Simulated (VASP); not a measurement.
Runs of VASP 6.6.1 on In. The structure is that of space group I4/mmm (No. 139), or close to it. The cells are those of the table. 

```tsv
task	cell	gap on the mesh (eV)	pressure (GPa)
electric field gradients	a = 3.414 Å, angles 123.1, 123.1, 84.7°, 1 atom	none	-3.4
electric field gradients	a = 3.386, b = 3.386, c = 3.394 Å, angles 122.7, 122.7, 86.1°, 1 atom	none	-2.7
single point	a = 3.396 Å, angles 122.8, 122.8, 85.3°, 1 atom	none	-3.0
single point	a = 3.362 Å, angles 122.8, 122.8, 85.2°, 1 atom	none	(a)
electric field gradients	a = 3.370, b = 3.370, c = 3.362 Å, angles 122.2, 122.2, 85.5°, 1 atom	none	-2.7
electric field gradients	a = 3.362, b = 3.362, c = 3.346 Å, angles 122.0, 122.0, 85.2°, 1 atom	none	-2.7
single point	a = 3.414 Å, angles 123.1, 123.1, 84.7°, 1 atom	none	-3.4
single point	a = 3.347 Å, angles 123.1, 123.1, 84.7°, 1 atom	none	-1.0
```

Alike in all rows: level LDA; potentials or basis VASP PAW LDA potentials, release 64 (In_d); no spin polarisation; k mesh 14 × 14 × 14; cutoff (eV) 520; smearing fermi-dirac 0.05 eV.

Q: Estimate the missing entries.

A: (a) -1.9.

Caveats: spin-orbit coupling is left out, which moves the levels of the heavy elements.

A k mesh can miss the band edges, and the runs leave out spin-orbit coupling on In.

A gap of «none» marks levels without a gap at the run's occupations.
